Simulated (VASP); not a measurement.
# Li3S2: relaxation of cell and atoms with PBE

Crystal: Li3S2.

```
CELL_PARAMETERS angstrom
5.77704 0.00000 0.00000
0.00000 7.41580 0.00000
0.00000 0.00000 4.14056
ATOMIC_POSITIONS crystal
Li 0.21775 0.50000 0.00000
Li 0.28225 0.50000 0.50000
Li 0.78225 0.50000 0.00000
Li 0.71775 0.50000 0.50000
Li 0.00000 0.00000 0.00000
Li 0.50000 0.00000 0.50000
S 0.25000 0.26220 0.25000
S 0.25000 0.73780 0.75000
S 0.75000 0.73780 0.75000
S 0.75000 0.26220 0.25000
```

```
Program                : VASP 6.6.1
Task                   : relaxation of cell and atoms
Functional             : PBE
Potentials or basis    : VASP PAW PBE potentials, release 64 (Li_sv, S)
Cutoff                 : 600 eV
k mesh                 : 4 × 4 × 4
Occupations            : gaussian, width 0.1 eV
Spin                   : no spin polarisation
Dipole correction      : no
Further INCAR settings : ALGO = Normal; EDIFF = 1e-07; IBRION = 2; EDIFFG = -0.04; NSW = 90; ISIF = 3
```

The relaxed volume is 21.36 Å³/atom, the relaxed cell is a = 6.104 Å, b = 6.447 Å, c = 5.429 Å, α = 90.00°, β = 90.00°, γ = 90.00° and the space group after relaxing (to 0.05 Å) is Pmna (No. 53). The energy gained by relaxing is 259.2 meV/atom and the ionic steps are 16. The pressure after relaxing is 0.0 GPa, the largest force after relaxing is 0.029 eV/Å and the band gap on the k mesh is zero (band 21 reaches 2.52 eV, above the bottom of band 22 at -0.22 eV).

Forces in eV/Å, atoms in the order of the input:
```
Li   0.001  0.000  0.000
Li  -0.001  0.000  0.000
Li  -0.001  0.000  0.000
Li   0.001  0.000  0.000
Li   0.000  0.000  0.000
Li   0.000  0.000  0.000
S    0.000  0.029  0.000
S    0.000 -0.029  0.000
S    0.000 -0.029  0.000
S    0.000  0.029  0.000
```

Step by step:
| step | energy change (eV) | largest force (eV/Å) | pressure (GPa) | volume (Å³) |
| --- | --- | --- | --- | --- |
| 1 | 0.0000 | 2.1456 | 8.10 | 177.39 |
| 2 | -1.1986 | 0.0525 | 0.71 | 201.34 |
| 3 | -1.2294 | 0.3274 | -0.58 | 208.16 |
| 4 | -1.8493 | 0.1586 | -0.76 | 215.38 |
| 5 | -2.2972 | 0.1879 | -0.96 | 226.20 |
| 6 | -2.3005 | 0.1897 | -0.98 | 226.83 |
| 7 | -2.3969 | 0.2237 | -0.54 | 221.09 |
| 8 | -2.4606 | 0.2704 | 0.25 | 212.71 |
| 9 | -2.4611 | 0.2759 | 0.37 | 211.63 |
| 10 | -2.4957 | 0.2404 | 0.21 | 212.34 |
| 11 | -2.5520 | 0.1626 | -0.31 | 214.37 |
| 12 | -2.5725 | 0.0952 | 0.39 | 211.82 |
| 13 | -2.5735 | 0.0897 | 0.26 | 212.27 |
| 14 | -2.5846 | 0.0548 | 0.07 | 213.55 |
| 15 | -2.5893 | 0.0169 | -0.15 | 215.04 |
| 16 | -2.5920 | 0.0289 | 0.00 | 213.63 |

Final structure:
```xyz
10
Lattice="6.1040 0.0000 0.0000 0.0000 6.4466 0.0000 0.0000 0.0000 5.4288" Properties=species:S:1:pos:R:3 pbc="T T T"
Li    1.5835    3.2233    0.0000
Li    1.4685    3.2233    2.7144
Li    4.5205    3.2233    0.0000
Li    4.6356    3.2233    2.7144
Li    6.1040    0.0000    0.0000
Li    3.0520    0.0000    2.7144
S     1.5260    1.4602    1.3572
S     1.5260    4.9864    4.0716
S     4.5780    4.9864    4.0716
S     4.5780    1.4602    1.3572
```

Levels at points of the mesh, in eV from the Fermi level:
```
           k point  band 17  band 18  band 19  band 20  band 21  band 22  band 23  band 24  band 25  band 26
(0.00, 0.00, 0.00)    -2.07    -1.72    -1.66    -1.39     0.91     0.93     1.16     1.41     2.33     3.89
(0.50, 0.00, 0.00)    -2.08    -2.08    -1.97    -1.97    -1.56    -1.56     1.88     1.88     2.20     2.20
(0.00, 0.50, 0.00)    -2.36    -1.91    -1.43    -1.15     1.01     1.05     1.80     2.14     2.39     4.05
(0.50, 0.50, 0.00)    -2.16    -2.16    -1.74    -1.74    -1.66    -1.66     2.66     2.66     2.89     2.89
(0.00, 0.00, 0.50)    -2.20    -2.20    -1.40    -1.40     1.04     1.04     2.61     2.61     2.81     2.81
(0.50, 0.00, 0.50)    -2.37    -2.37    -1.93    -1.93    -1.62    -1.62     3.19     3.19     3.23     3.23
(0.00, 0.50, 0.50)    -2.22    -2.22    -1.39    -1.39     1.04     1.04     2.27     2.27     3.11     3.11
(0.50, 0.50, 0.50)    -1.96    -1.96    -1.76    -1.76    -1.70    -1.70     3.09     3.09     3.37     3.37
```

Wall time 16 min on 1 thread of Intel(R) Xeon(R) 6975P-C (Granite Rapids), with other jobs on the host, peak memory 0.37 GiB.

Caveat: the k points lie up to 0.29 Å⁻¹ apart in the final cell; the cutoff is under 1.25 times the usual one of these potentials, so pressure, stress and relaxed cells hold a basis-set (Pulay) error; the volume moved by over 15 % at a fixed basis, so the end points are rough.
